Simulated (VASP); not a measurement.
# CrAgO2 (R-3m) in VASP: single point with LDA+U

Aim: the single point of CrAgO2 with LDA+U.

Everything below comes from runs of VASP 6.6.1. Logs are shortened: lines on timing, memory, paths and dates and some standing lists are left out, and cuts for length are marked.

### Step 1. The cell of the first run

It takes space group R-3m (No. 166, trigonal). The conventional cell has a = 2.985 Å, b = 2.985 Å, c = 18.510 Å, α = 90.00°, β = 90.00°, γ = 120.00°. Within 2.6 Å of Cr (site symmetry -3m) lie 6 O at 2.00 Å. Ag (site symmetry -3m) has 2 O at 2.07 Å within 2.7 Å. O (site symmetry 3m) has 3 Cr at 2.00 Å and 1 Ag at 2.07 Å and 3 O at 2.66 Å within 2.7 Å.

### Step 2. Single point, LDA+U, collinear spin, ferromagnetic start

File INCAR:

```
PREC     = Accurate       # precision mode
ENCUT    = 520            # plane-wave cutoff, eV
EDIFF    = 1E-7           # SCF threshold, eV
ISMEAR   = 0              # smearing method
SIGMA    = 0.05           # smearing width, eV
LREAL    = False          # projectors in reciprocal space
LASPH    = True           # aspherical terms in the spheres
NELM     = 150            # most SCF steps
ALGO     = Normal         # electronic algorithm
ISIF     = 2              # what is computed and relaxed
LWAVE    = False          # write WAVECAR
LCHARG   = False          # write CHGCAR
ISPIN    = 2              # spin polarisation
MAGMOM   = 3 0 0 0        # initial moments
LORBIT   = 11             # projections on sites
LMAXMIX  = 4              # l up to which the mixer works
LDAU     = True           # DFT+U
LDAUTYPE = 2            
LDAUL    = 2 -1 -1        # shell
LDAUU    = 1 0 0          # U, eV
LDAUJ    = 0 0 0        
LDAUPRINT= 1            
NBANDS   = 30             # bands
```

File KPOINTS:

```
Automatic mesh
0
Gamma
  7 7 7
```

File POSCAR:

```
CrAgO2
1.0
    1.4925004200      0.8616955200      6.1699979900
   -1.4925004200      0.8616955200      6.1699979900
    0.0000000000     -1.7233910300      6.1699979900
Cr Ag O
1 1 2
Direct
    0.5000000000      0.5000000000      0.5000000000
    0.0000000000      0.0000000000      0.0000000000
    0.1119000000      0.1119000000      0.1119000000
    0.8881000000      0.8881000000      0.8881000000
```

Potentials or basis: VASP PAW LDA potentials, release 64 (Cr_pv, Ag, O).

Started as:

```
> cat potpaw_LDA.64/Cr_pv/POTCAR potpaw_LDA.64/Ag/POTCAR potpaw_LDA.64/O/POTCAR > POTCAR
> mpirun -np 1 vasp_std > vasp.out
```

OUTCAR:

```text
PREC = Accurate
   ENCUT = 520
   EDIFF = 1E-7
   ISMEAR = 0
   LREAL = False
   LASPH = True
   NELM = 150
   ISIF = 2
   ISPIN = 2
   LORBIT = 11

 ion  position               nearest neighbor table
   1  0.500  0.500  0.500-   3 2.00   4 2.00   3 2.00   3 2.00   4 2.00   4 2.00
   2  0.000  0.000  0.000-   3 2.07   4 2.07
   3  0.112  0.112  0.112-   1 2.00   1 2.00   1 2.00   2 2.07
   4  0.888  0.888  0.888-   1 2.00   1 2.00   1 2.00   2 2.07

  LATTYP: Found a trigonal (rhomboedric) cell.
 ALAT       =     6.4061651453
 COS(alpha) =     0.8914417941

  Lattice vectors:

 A1 = (   1.4925004200,   0.8616955200,   6.1699979900)
 A2 = (  -1.4925004200,   0.8616955200,   6.1699979900)
 A3 = (   0.0000000000,  -1.7233910300,   6.1699979900)

Analysis of symmetry for initial positions (statically):
=====================================================================
 Subroutine PRICEL returns:
 Original cell was already a primitive cell.

 Routine SETGRP: Setting up the symmetry group for a
 trigonal (rhombohedral) supercell.

 Subroutine GETGRP returns: Found 12 space group operations
 (whereof 12 operations were pure point group operations)
 out of a pool of 12 trial point group operations.

The static configuration has the point symmetry D_3d.

Analysis of symmetry for dynamics (positions and initial velocities):
=====================================================================
 Subroutine PRICEL returns:
 Original cell was already a primitive cell.

 Routine SETGRP: Setting up the symmetry group for a
 trigonal (rhombohedral) supercell.

 Subroutine GETGRP returns: Found 12 space group operations
 (whereof 12 operations were pure point group operations)
 out of a pool of 12 trial point group operations.

The dynamic configuration has the point symmetry D_3d.

Analysis of structural, dynamic, and magnetic symmetry:
=====================================================================
 Subroutine PRICEL returns:
 Original cell was already a primitive cell.

 Routine SETGRP: Setting up the symmetry group for a
 trigonal (rhombohedral) supercell.

 Subroutine GETGRP returns: Found 12 space group operations
 (whereof 12 operations were pure point group operations)
 out of a pool of 12 trial point group operations.

The overall configuration has the point symmetry D_3d.

 Subroutine INISYM returns: Found 12 space group operations
 (whereof 12 operations are pure point group operations),
 and found     1 'primitive' translations

----------------------------------------------------------------------------------------

                                     Primitive cell

  volume of cell :      47.6107

  direct lattice vectors                    reciprocal lattice vectors
     1.492500420  0.861695520  6.169997990     0.335008281  0.193417122  0.054024869
    -1.492500420  0.861695520  6.169997990    -0.335008281  0.193417122  0.054024869
     0.000000000 -1.723391030  6.169997990     0.000000000 -0.386834244  0.054024869

  length of vectors
     6.406165145  6.406165145  6.406165143     0.390588553  0.390588553  0.390588554

  position of ions in fractional coordinates (direct lattice)
     0.500000000  0.500000000  0.500000000
     0.000000000  0.000000000  0.000000000
     0.111900000  0.111900000  0.111900000
     0.888100000  0.888100000  0.888100000

  ion indices of the primitive-cell ions
   primitive index   ion index
                 1           1
                 2           2
                 3           3
                 4           4

[... 76 lines left out ...]
   NFREE  =      0    steps in history (QN), initial steepest desc. (CG)
   ISIF   =      2    stress and relaxation
   ISYM   =      2    0-nonsym 1-usesym 2-fastsym
   POTIM  = 0.5000    time-step for ionic-motion
   TEBEG  =    0.0;   TEEND  =   0.0 temperature during run
   PSTRESS=    0.0 pullay stress
   NELECT =      35.0000    total number of electrons
   NUPDOWN=      -1.0000    fix difference up-down
   EMIN   =  10.00;   EMAX   =-10.00  energy-range for DOS
   EFERMI =   0.00;   METHOD = LEGACY
   ISMEAR =     0;   SIGMA  =   0.05  broadening in eV -4-tet -1-fermi 0-gaus
   EFERMI_NEDOS =   21; number of points for ismear=-14 and -15
   IALGO  =     38    algorithm
   IMIX   =      4    mixing-type and parameters
     AMIX     =   0.40;   BMIX     =  1.00
     AMIX_MAG =   1.60;   BMIX_MAG =  1.00
  volume/ion in A,a.u.               =      11.90        80.32
  Fermi-wavevector in a.u.,A,eV,Ry     =   1.477506  2.792082 29.701854  2.183025
  Thomas-Fermi vector in A             =   2.591902
   LORBIT       =     11    0 simple, 1 ext, 2 COOP (PROOUT), +10 PAW based schemes
 LDA+U is selected, type is set to LDAUTYPE =  2
   angular momentum for each species LDAUL =     2   -1   -1
   U (eV)           for each species LDAUU =   1.0  0.0  0.0
   J (eV)           for each species LDAUJ =   0.0  0.0  0.0
   GGA     = CA    functional components
   LHFCALC =     F    Hartree Fock is set to
   AEXX    =    0.0000 exact exchange contribution
   IVDW    =     0    specifies the selected vdW correction
   LEPSILON=     F    determine dielectric tensor
   LRPA    =     F    only Hartree local field effects (RPA)
 spin polarized calculation
 Gauss-broadening in eV      SIGMA  =   0.05
  energy-cutoff  :      520.00
  volume of cell :       47.61
 maximum number of plane-waves:      1310
   NGX = 23   NGY = 23   NGZ = 23

atom =   1  type =  1  l = 2

 onsite density matrix

spin component  1

  0.7147  0.0000 -0.0000  0.2825  0.0000
  0.0000  0.5520 -0.0000 -0.0000  0.2825
 -0.0000 -0.0000  0.9191 -0.0000 -0.0000
  0.2825 -0.0000 -0.0000  0.5520  0.0000
  0.0000  0.2825 -0.0000  0.0000  0.7147

spin component  2

  0.1385  0.0000  0.0000 -0.0832  0.0000
  0.0000  0.1677  0.0000 -0.0000 -0.0832
  0.0000  0.0000  0.0534 -0.0000 -0.0000
 -0.0832 -0.0000 -0.0000  0.1677 -0.0000
  0.0000 -0.0832 -0.0000 -0.0000  0.1385

 occupancies and eigenvectors

  o =  0.0534  v =  0.0000  0.0000  0.0000  0.0000  0.0000  0.0000 -0.0000 -1.0000 -0.0000 -0.0000      0.0000  0.0000  0.0000  0.0000  0.0000  0.0000  0.0000  0.0000  0.0000  0.0000
  o =  0.0686  v =  0.0000  0.0000  0.0000  0.0000  0.0000  0.0000  0.6432 -0.0000 -0.0000  0.7657      0.0000  0.0000  0.0000  0.0000  0.0000  0.0000  0.0000  0.0000  0.0000  0.0000
  o =  0.0686  v =  0.0000  0.0000  0.0000  0.0000  0.0000 -0.7657  0.0000  0.0000 -0.6432  0.0000      0.0000  0.0000  0.0000  0.0000  0.0000  0.0000  0.0000  0.0000  0.0000  0.0000
  o =  0.2376  v =  0.0000  0.0000  0.0000  0.0000  0.0000  0.0000 -0.7657 -0.0000  0.0000  0.6432      0.0000  0.0000  0.0000  0.0000  0.0000  0.0000  0.0000  0.0000  0.0000  0.0000
  o =  0.2376  v =  0.0000  0.0000  0.0000  0.0000  0.0000 -0.6432  0.0000 -0.0000  0.7657 -0.0000      0.0000  0.0000  0.0000  0.0000  0.0000  0.0000  0.0000  0.0000  0.0000  0.0000
  o =  0.3393  v =  0.0000 -0.7989  0.0000 -0.0000  0.6014  0.0000  0.0000  0.0000  0.0000  0.0000      0.0000  0.0000  0.0000  0.0000  0.0000  0.0000  0.0000  0.0000  0.0000  0.0000
  o =  0.3393  v = -0.6014  0.0000 -0.0000  0.7989  0.0000  0.0000  0.0000  0.0000  0.0000  0.0000      0.0000  0.0000  0.0000  0.0000  0.0000  0.0000  0.0000  0.0000  0.0000  0.0000
  o =  0.9191  v =  0.0000 -0.0000 -1.0000 -0.0000 -0.0000  0.0000  0.0000  0.0000  0.0000  0.0000      0.0000  0.0000  0.0000  0.0000  0.0000  0.0000  0.0000  0.0000  0.0000  0.0000
  o =  0.9273  v =  0.0000  0.6014 -0.0000  0.0000  0.7989  0.0000  0.0000  0.0000  0.0000  0.0000      0.0000  0.0000  0.0000  0.0000  0.0000  0.0000  0.0000  0.0000  0.0000  0.0000
  o =  0.9273  v = -0.7989  0.0000  0.0000 -0.6014 -0.0000  0.0000  0.0000  0.0000  0.0000  0.0000      0.0000  0.0000  0.0000  0.0000  0.0000  0.0000  0.0000  0.0000  0.0000  0.0000

 number of electron      34.9999998 magnetization       3.0002284

 Free energy of the ion-electron system (eV)
  ---------------------------------------------------
  ext. energy  EPLUGINS =         0.00000000
  ---------------------------------------------------
  free energy    TOTEN  =       -30.25849733 eV

  energy without entropy =      -30.25849733  energy(sigma->0) =      -30.25849733

 E-fermi :   6.6133     XC(G=0): -12.1934

 val. band max:        6.3054671917   @ k =  -0.2857   0.4286   0.1429
 cond. band min:       7.0504690079   @ k =   0.0000   0.0000   0.0000
 fundamental gap:      0.7450018162
 Fermi energy:         6.6133338840

 spin component 1

 k-point     1 :       0.0000    0.0000    0.0000
  band No.  band energies     occupation
      1     -37.4651      1.00000
      2     -37.4059      1.00000
      3     -37.4059      1.00000
      4     -13.2579      1.00000
      5     -11.7131      1.00000
      6      -1.6838      1.00000
[... 1529 lines left out ...]
     28      20.2463      0.00000
     29      20.6242      0.00000

 [... further k-points ...]

 [bands above 29 left out]

------------------------ aborting loop because EDIFF is reached ----------------------------------------

  FORCE on cell =-STRESS in cart. coord.  units (eV):
  Direction    XX          YY          ZZ          XY          YZ          ZX
  --------------------------------------------------------------------------------------
  -------------------------------------------------------------------------------------
  Total       -2.3419340     -2.3419340     -2.6831801      0.0000000     -0.0000000      0.0000000
  in kB      -78.8098808    -78.8098803    -90.2933660      0.0000000     -0.0000000      0.0000000
  external PRESSURE =     -82.6377090 kB  Pullay stress =       0.0000000 kB

 VOLUME and BASIS-vectors are now :
 -----------------------------------------------------------------------------
  energy-cutoff  :      520.00
  volume of cell :       47.61
      direct lattice vectors                 reciprocal lattice vectors
     1.492500420  0.861695520  6.169997990     0.335008281  0.193417122  0.054024869
    -1.492500420  0.861695520  6.169997990    -0.335008281  0.193417122  0.054024869
     0.000000000 -1.723391030  6.169997990     0.000000000 -0.386834244  0.054024869

 POSITION                                       TOTAL-FORCE (eV/Angst)
 -----------------------------------------------------------------------------------
      0.00000      0.00000      9.25500         0.000000     -0.000000     -0.000000
      0.00000      0.00000      0.00000        -0.000000     -0.000000     -0.000000
      0.00000      0.00000      2.07127        -0.000000      0.000000      0.560095
      0.00000      0.00000     16.43873        -0.000000     -0.000000     -0.560095
 -----------------------------------------------------------------------------------
    total drift:                               -0.000000     -0.000000     -0.000000

  FREE ENERGIE OF THE ION-ELECTRON SYSTEM (eV)
  ---------------------------------------------------
  free  energy   TOTEN  =       -30.2584973319 eV

  energy  without entropy=      -30.2584973319  energy(sigma->0) =      -30.25849733

 total charge

# of ion       s       p       d       tot
------------------------------------------
    1        0.294   6.346   4.086  10.726
    2        0.408   0.279   9.163   9.849
    3        1.543   3.448   0.000   4.991
    4        1.543   3.448   0.000   4.991
--------------------------------------------------
tot          3.788  13.519  13.248  30.556

 magnetization (x)

# of ion       s       p       d       tot
------------------------------------------
    1        0.028   0.021   2.782   2.832
    2        0.023   0.011   0.008   0.042
    3       -0.001  -0.009   0.000  -0.010
    4       -0.001  -0.009   0.000  -0.010
--------------------------------------------------
tot          0.049   0.015   2.790   2.853
```

Wall time 11 min (1 thread of Intel Xeon 8259CL, shared host); peak memory 0.34 GiB.

What came out:

```yaml
Free_energy: -30.2585 eV
Pressure: -8.3 GPa
Largest_force: 0.560 eV/Å
Band_gap_on_the_k_mesh: 0.74 eV (least direct gap 1.09 eV)
Net_moment: 3.00 μB per cell
Site_moments: Cr +2.83; Ag +0.04; O -0.01 μB
Valence_electrons_inside_the_program's_atomic_spheres: Cr 10.73; Ag 9.85; O 4.99
```

Forces in eV/Å, atoms in the order of the input:
```
Cr   0.000  0.000  0.000
Ag   0.000  0.000  0.000
O    0.000  0.000  0.560
O    0.000  0.000 -0.560
```

Eigenvalues of the final occupation matrices:
```tsv
site	spin	trace	eigenvalues
site 1 d	1	3.45	0.34 0.34 0.92 0.93 0.93
site 1 d	2	0.67	0.05 0.07 0.07 0.24 0.24
```

Caveat: the cell stands under tension; an empty level that is flat over the whole mesh can mark a ghost state of the potentials, or a narrow d or f band; an odd mesh through Γ misses points on the zone boundary, where band edges can lie; a cell with one magnetic atom can't hold antiferromagnetic order, which such compounds often take.
